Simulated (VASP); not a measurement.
# Ti8HO16 (a cell with a defect) in VASP: further runs

Ti8HO16 (a cell with a defect) is run at these levels: LDA; tasks: single point.

All numbers are computed with VASP 6.6.1; they aren't measurements. Logs are shortened: lines on timing, memory, paths and dates and some standing lists are left out, and cuts for length are marked.

### Step 1. The cell of the first run

The cell holds a defect, 25 atoms: a = 6.432 Å, b = 6.432 Å, c = 7.398 Å, α = 115.77°, β = 115.77°, γ = 90.00°.

### Step 2. Single point, LDA

File INCAR:

```
SYSTEM = Ti8HO16
ALGO     = Normal         ! electronic algorithm
EDIFF    = 1E-6           ! SCF threshold, eV
ENCUT    = 520            ! plane-wave cutoff, eV
GGA      = CA             ! functional
ISIF     = 2              ! what is computed and relaxed
ISMEAR   = 0              ! smearing method
LASPH    = .True.         ! aspherical terms in the spheres
LCHARG   = .False.        ! write CHGCAR
LREAL    = Auto         
LWAVE    = .False.        ! write WAVECAR
NBANDS   = 114            ! bands
NELECT   = 192.0        
NELM     = 60             ! most SCF steps
PREC     = Accurate       ! precision mode
SIGMA    = 0.02           ! smearing width, eV
```

File KPOINTS:

```
k-points
0
Gamma
  3 3 3
  0 0 0
```

File POSCAR:

```
Ti8HO16
1.0
   -4.5481520261      4.5481520261      0.0000000000
    4.5481520261      4.5481520261      0.0000000000
    0.0000000000     -4.5481520261     -5.8342651417
Ti O H
8 16 1
Direct
    0.2308907175      0.7375226389      0.4884335783
    1.0151764029      0.5017779970      0.9996770559
    0.7654374524      0.2520882972      0.5003216222
    0.4923918365     -0.0009109350      1.0115650997
    0.6248928502      0.6213540503      0.2499061946
    0.3990154639      0.3943485135      0.7499962538
    0.1248967591      0.1214518435      0.2500962785
    0.8524955686      0.8678690653      0.7499986534
    0.1115649350      0.8204106336      0.2495623638
    0.8596549244      0.5675558494      0.7499996818
    0.6120064546      0.3208457827      0.2504392523
    0.3152060775      0.0853881220      0.7499967680
    0.6987577698      0.4845226267     -0.0003080079
    0.4490705931      0.2348334712      0.5003077387
    0.1919673711     -0.0161771664      0.0005687092
    0.9413972200      0.7332542216      0.4994332498
    0.5480382186      0.7670181459      0.5009549496
    0.3075168294      0.5194651096      1.0005025240
    0.0570157480      0.2689640282      0.4994983823
    0.7970919820      0.0160661985      0.9990481849
    0.1352859796      0.4288658759      0.2486481099
    0.9161459108      0.1726331653      0.7499964252
    0.6366404824      0.9302140024      0.2513531635
    0.3892762407      0.6877761572      0.7500024243
    0.1559514994      0.1155065013      0.7499905976
```

Potentials or basis: VASP PAW LDA potentials, release 64 (Ti_sv, O, H).

The run is started by

```bash
cat potpaw_LDA.64/Ti_sv/POTCAR potpaw_LDA.64/O/POTCAR potpaw_LDA.64/H/POTCAR > POTCAR
mpirun -np 1 vasp_std > vasp.out
```

OUTCAR:

```text
SYSTEM = Ti8HO16
   EDIFF = 1E-6
   ENCUT = 520
   GGA = CA
   ISIF = 2
   ISMEAR = 0
   LASPH = .True.
   LREAL = Auto
   NELECT = 192.0
   NELM = 60
   PREC = Accurate

 ion  position               nearest neighbor table
   1  0.231  0.738  0.488-  21 1.86  16 1.90   9 1.91  24 1.93  17 2.01  12 2.09   2 2.86
   2  0.015  0.502  1.000-  18 1.88  10 1.91   9 1.93  21 1.93  22 1.97  13 2.04   1 2.86   3 2.91

   3  0.765  0.252  0.500-  19 1.88  10 1.91  11 1.93  23 1.93  22 1.97  14 2.04   4 2.86   2 2.91

   4  0.492  0.999  0.012-  23 1.86  15 1.90  11 1.91  24 1.93  20 2.01  12 2.09   3 2.86
   5  0.625  0.621  0.250-  16 1.91  18 1.92  11 1.94  13 1.94  17 1.96  23 1.98
   6  0.399  0.394  0.750-  14 1.85  13 1.85  24 1.89  19 2.02  18 2.02  12 2.06
   7  0.125  0.121  0.250-  15 1.91  19 1.92   9 1.94  14 1.94  20 1.96  21 1.98
   8  0.852  0.868  0.750-  20 1.86  17 1.86  10 1.93  22 2.00  16 2.01  15 2.01
   9  0.112  0.820  0.250-   1 1.91   2 1.93   7 1.94
  10  0.860  0.568  0.750-   2 1.91   3 1.91   8 1.93
  11  0.612  0.321  0.250-   4 1.91   3 1.93   5 1.94
  12  0.315  0.085  0.750-  25 1.04   6 2.06   4 2.09   1 2.09
  13  0.699  0.485  1.000-   6 1.85   5 1.94   2 2.04
  14  0.449  0.235  0.500-   6 1.85   7 1.94   3 2.04
  15  0.192  0.984  0.001-   4 1.90   7 1.91   8 2.01
  16  0.941  0.733  0.499-   1 1.90   5 1.91   8 2.01
  17  0.548  0.767  0.501-   8 1.86   5 1.96   1 2.01
  18  0.308  0.519  0.001-   2 1.88   5 1.92   6 2.02
  19  0.057  0.269  0.499-   3 1.88   7 1.92   6 2.02
  20  0.797  0.016  0.999-   8 1.86   7 1.96   4 2.01
  21  0.135  0.429  0.249-   1 1.86   2 1.93   7 1.98
  22  0.916  0.173  0.750-   3 1.97   2 1.97   8 2.00
  23  0.637  0.930  0.251-   4 1.86   3 1.93   5 1.98
  24  0.389  0.688  0.750-   6 1.89   1 1.93   4 1.93
  25  0.156  0.116  0.750-  12 1.04

  LATTYP: Found a body centered tetragonal cell.
 ALAT       =     6.4320582790
 C/A-ratio  =     1.8141207335

  Lattice vectors:

 A1 = (  -4.5481520261,   0.0000000000,   5.8342651417)
 A2 = (   4.5481520261,   0.0000000000,   5.8342651417)
 A3 = (   0.0000000000,   4.5481520261,  -5.8342651417)

Analysis of symmetry for initial positions (statically):
=====================================================================
 Subroutine PRICEL returns:
 Original cell was already a primitive cell.

 Routine SETGRP: Setting up the symmetry group for a
 body centered tetragonal supercell.

 Subroutine GETGRP returns: Found  1 space group operations
 (whereof  1 operations were pure point group operations)
 out of a pool of 16 trial point group operations.

The static configuration has the point symmetry C_1 .

Analysis of symmetry for dynamics (positions and initial velocities):
=====================================================================
 Subroutine PRICEL returns:
 Original cell was already a primitive cell.

 Routine SETGRP: Setting up the symmetry group for a
 body centered tetragonal supercell.

 Subroutine GETGRP returns: Found  1 space group operations
 (whereof  1 operations were pure point group operations)
 out of a pool of 16 trial point group operations.

The dynamic configuration has the point symmetry C_1 .

 Subroutine INISYM returns: Found  1 space group operations
 (whereof  1 operations are pure point group operations),
 and found     1 'primitive' translations

----------------------------------------------------------------------------------------

                                     Primitive cell

  volume of cell :     241.3716

  direct lattice vectors                    reciprocal lattice vectors
    -4.548152026  4.548152026  0.000000000    -0.109934760  0.109934760 -0.085700596
     4.548152026  4.548152026  0.000000000     0.109934760  0.109934760 -0.085700596
     0.000000000 -4.548152026 -5.834265142     0.000000000  0.000000000 -0.171401192

  length of vectors
     6.432058279  6.432058279  7.397589918     0.177527167  0.177527167  0.171401192

  position of ions in fractional coordinates (direct lattice)
     0.230890718  0.737522639  0.488433578
     0.015176403  0.501777997  0.999677056
     0.765437452  0.252088297  0.500321622
     0.492391836  0.999089065  0.011565100
     0.624892850  0.621354050  0.249906195
     0.399015464  0.394348513  0.749996254
[... 17 lines left out ...]
     0.389276241  0.687776157  0.750002424
     0.155951499  0.115506501  0.749990598

  ion indices of the primitive-cell ions
   primitive index   ion index
                 1           1
                 2           2
                 3           3
                 4           4
                 5           5
                 6           6
[... 17 lines left out ...]
                24          24
                25          25

----------------------------------------------------------------------------------------

 KPOINTS: k-points

Automatic generation of k-mesh.
 Grid dimensions read from file:
 generate k-points for:    3    3    3

 Generating k-lattice:

  Cartesian coordinates                     Fractional coordinates (reciprocal lattice)
    -0.036644920  0.036644920 -0.028566865     0.333333333  0.000000000 -0.000000000
     0.036644920  0.036644920 -0.028566865     0.000000000  0.333333333 -0.000000000
     0.000000000  0.000000000 -0.057133731     0.000000000  0.000000000  0.333333333

  Length of vectors
     0.059175722  0.059175722  0.057133731

  Shift w.r.t. Gamma in fractional coordinates (k-lattice)
     0.000000000  0.000000000  0.000000000

 Subroutine IBZKPT returns following result:
 ===========================================

 Found     14 irreducible k-points:

 Following reciprocal coordinates:
            Coordinates               Weight
  0.000000  0.000000  0.000000      1.000000
  0.333333  0.000000 -0.000000      2.000000
  0.000000 -0.333333  0.333333      2.000000
 -0.333333  0.000000  0.333333      2.000000
  0.000000  0.333333 -0.000000      2.000000
  0.333333  0.333333 -0.000000      2.000000
  0.333333 -0.333333  0.333333      2.000000
 -0.333333 -0.333333 -0.333333      2.000000
 -0.333333  0.333333  0.333333      2.000000
 -0.333333  0.333333  0.000000      2.000000
  0.333333  0.333333 -0.333333      2.000000
  0.000000  0.000000  0.333333      2.000000
  0.333333  0.000000  0.333333      2.000000
  0.000000 -0.333333 -0.333333      2.000000
   k-points           NKPTS =     14   k-points in BZ     NKDIM =     14   number of bands    NBANDS=    114
   number of dos      NEDOS =    301   number of ions     NIONS =     25
   total plane-waves  NPLWV = 129024
   dimension x,y,z NGX =    48 NGY =   48 NGZ =   56
   dimension x,y,z NGXF=    96 NGYF=   96 NGZF=  112
   ions per type =               8  16   1
   NGX,Y,Z   is equivalent  to a cutoff of  12.41, 12.41, 12.58 a.u.
   NGXF,Y,Z  is equivalent  to a cutoff of  24.81, 24.81, 25.17 a.u.
 SYSTEM =  Ti8HO16
   PREC   = accura    normal or accurate (medium, high low for compatibility)
   ISTART =      0    job   : 0-new  1-cont  2-samecut
   ICHARG =      2    charge: 1-file 2-atom 10-const
   ISPIN  =      1    spin polarized calculation?
   LNONCOLLINEAR =      F non collinear calculations
   LSORBIT =      F    spin-orbit coupling
   LASPH  =      T    aspherical Exc in radial PAW
   ENCUT  =  520.0 eV  38.22 Ry    6.18 a.u.  11.96 11.96 13.75*2*pi/ulx,y,z
   NELM   =     60;   NELMIN=  2; NELMDL= -5     # of ELM steps
   EDIFF  = 0.1E-05   stopping-criterion for ELM
   LREAL  =      T    real-space projection
   EDIFFG = 0.1E-04   stopping-criterion for IOM
   NSW    =      0    number of steps for IOM
[... 5 lines left out ...]
   TEBEG  =    0.0;   TEEND  =   0.0 temperature during run
   PSTRESS=    0.0 pullay stress
   NELECT =     192.0000    total number of electrons
   NUPDOWN=      -1.0000    fix difference up-down
   EMIN   =  10.00;   EMAX   =-10.00  energy-range for DOS
   EFERMI =   0.00;   METHOD = LEGACY
   ISMEAR =     0;   SIGMA  =   0.02  broadening in eV -4-tet -1-fermi 0-gaus
   EFERMI_NEDOS =   21; number of points for ismear=-14 and -15
   IALGO  =     38    algorithm
   IMIX   =      4    mixing-type and parameters
     AMIX     =   0.40;   BMIX     =  1.00
     AMIX_MAG =   1.60;   BMIX_MAG =  1.00
  volume/ion in A,a.u.               =       9.65        65.15
  Fermi-wavevector in a.u.,A,eV,Ry     =   1.516864  2.866457 31.305309  2.300875
  Thomas-Fermi vector in A             =   2.626196
   LORBIT       =      0    0 simple, 1 ext, 2 COOP (PROOUT), +10 PAW based schemes
   GGA     = CA    functional components
   LHFCALC =     F    Hartree Fock is set to
   AEXX    =    0.0000 exact exchange contribution
   IVDW    =     0    specifies the selected vdW correction
   LEPSILON=     F    determine dielectric tensor
   LRPA    =     F    only Hartree local field effects (RPA)
 non-spin polarized calculation
 Gauss-broadening in eV      SIGMA  =   0.02
  energy-cutoff  :      520.00
  volume of cell :      241.37
 maximum number of plane-waves:      6515
   NGX = 23   NGY = 23   NGZ = 27

 number of electron     191.9999965 magnetization

 Free energy of the ion-electron system (eV)
  ---------------------------------------------------
  ext. energy  EPLUGINS =         0.00000000
  ---------------------------------------------------
  free energy    TOTEN  =      -245.46832372 eV

  energy without entropy =     -245.46832372  energy(sigma->0) =     -245.46832372

 E-fermi :   4.8599     XC(G=0): -12.1797

 val. band max:        4.7459174279   @ k =   0.0000   0.0000   0.0000
 cond. band min:       6.8912717838   @ k =   0.0000   0.0000   0.0000
 fundamental gap:      2.1453543559
 Fermi energy:         4.8599103091

 k-point     1 :       0.0000    0.0000    0.0000
  band No.  band energies     occupation
      1     -51.0843      2.00000
      2     -51.0632      2.00000
      3     -51.0574      2.00000
      4     -51.0557      2.00000
      5     -51.0401      2.00000
      6     -51.0167      2.00000
[... 100 lines left out ...]
    107       7.9368      0.00000
    108       7.9459      0.00000
[... 1441 lines left out ...]
    107       7.9934      0.00000
    108       8.0442      0.00000
 [bands above 108 left out]

------------------------ aborting loop because EDIFF is reached ----------------------------------------

  FORCE on cell =-STRESS in cart. coord.  units (eV):
  Direction    XX          YY          ZZ          XY          YZ          ZX
  --------------------------------------------------------------------------------------
  -------------------------------------------------------------------------------------
  Total      -13.1160604     -5.2723956     -4.6294387      2.3528916     -0.0164569      0.0027522
  in kB      -87.0618489    -34.9971330    -30.7293108     15.6180352     -0.1092377      0.0182689
  external PRESSURE =     -50.9294309 kB  Pullay stress =       0.0000000 kB

 VOLUME and BASIS-vectors are now :
 -----------------------------------------------------------------------------
  energy-cutoff  :      520.00
  volume of cell :      241.37
      direct lattice vectors                 reciprocal lattice vectors
    -4.548152026  4.548152026  0.000000000    -0.109934760  0.109934760 -0.085700596
     4.548152026  4.548152026  0.000000000     0.109934760  0.109934760 -0.085700596
     0.000000000 -4.548152026 -5.834265142     0.000000000  0.000000000 -0.171401192

 POSITION                                       TOTAL-FORCE (eV/Angst)
 -----------------------------------------------------------------------------------
      2.30424      2.18302     -2.84965        -0.021677      0.030227      0.003169
      2.21314     -2.19550     -5.83238        -0.019181     -0.063631      0.104859
     -2.33479      2.35232     -2.91901        -0.019833     -0.064280     -0.095920
      2.30454      6.73088     -0.06747        -0.022519      0.030427     -0.001815
     -0.01609      4.53151     -1.45802        -0.023853     -0.038986     -0.006698
     -0.02123      0.19724     -4.37568         0.064598      0.010192      0.000175
[... 17 lines left out ...]
      1.35762      1.48747     -4.37571         0.006892      0.006088     -0.001273
     -0.18395     -2.17644     -4.37564        -0.206339      0.081091      0.000071
 -----------------------------------------------------------------------------------
    total drift:                               -0.011045      0.031740      0.000272

  FREE ENERGIE OF THE ION-ELECTRON SYSTEM (eV)
  ---------------------------------------------------
  free  energy   TOTEN  =      -245.4683237200 eV

  energy  without entropy=     -245.4683237200  energy(sigma->0) =     -245.46832372
```

It took 9.2 min on 1 thread of Intel Xeon Platinum 8488C (Sapphire Rapids), shared host; peak memory 0.41 GiB.

Results:

* Free energy: -245.4683 eV
* Largest force: 0.241 eV/Å

Forces in eV/Å, atoms in the order of the input:
```
Ti  -0.022  0.030  0.003
Ti  -0.019 -0.064  0.105
Ti  -0.020 -0.064 -0.096
Ti  -0.023  0.030 -0.002
Ti  -0.024 -0.039 -0.007
Ti   0.065  0.010  0.000
Ti  -0.024 -0.037  0.000
Ti   0.012  0.080 -0.002
O    0.050  0.024 -0.014
O    0.066  0.040  0.002
O    0.050  0.024  0.010
O   -0.121  0.111  0.000
O   -0.030  0.046 -0.061
O   -0.028  0.044  0.061
O    0.024  0.028  0.050
O    0.022  0.030 -0.049
O    0.046 -0.052  0.039
O    0.009 -0.011  0.035
O    0.009 -0.013 -0.035
O    0.048 -0.054 -0.042
O   -0.051 -0.061  0.043
O    0.206 -0.127  0.001
O   -0.048 -0.063 -0.041
O    0.007  0.006 -0.001
H   -0.206  0.081  0.000
```

Caveat: the cell carries a net charge on a neutralising background, which shifts energy and pressure; the cell is charged against a uniform background, so pressure and absolute levels hang on convention.

(Part 1 of 2 ends here.)
